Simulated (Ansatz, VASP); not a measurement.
# One calculation of Mg, two programs

```
Mg
1.0
     3.20927    0.00000    0.00000
    -1.60464    2.77931    0.00000
     0.00000    0.00000    5.21033
Mg
2
Direct
  0.33333 0.66667 0.25000
  0.66667 0.33333 0.75000
```

Alike in both runs: task relaxation of cell and atoms; functional PBE; dispersion D3(BJ); k mesh 15 × 15 × 8; occupations gaussian, width 0.1 eV; no spin polarisation.

|  | VASP | Ansatz |
| --- | --- | --- |
| version | VASP 6.6.1 | Ansatz 0.2.0 |
| potentials or method | VASP PAW PBE potentials, release 64 (Mg), cutoff 600 eV | scalar-relativistic, plane waves, PAW |
| valence electrons in the cell | 4 | 20 |

VASP gave:

- gap on the k mesh at the Fermi level, each at its own relaxed structure (eV): none
- relaxed volume (Å³/atom): 21.63
- relaxed cell length with the largest relative difference (Å): 5.042

Problem. Which values does Ansatz return?

Solution. gap on the k mesh at the Fermi level, each at its own relaxed structure (eV): none; relaxed volume (Å³/atom): 21.70; relaxed cell length with the largest relative difference (Å): 5.049.

A gap of «none» marks a metal or a gap that the smearing closes. VASP's potentials hold 4 valence electrons a cell and Ansatz's 20, so a difference there can come from the potentials and not from the codes.
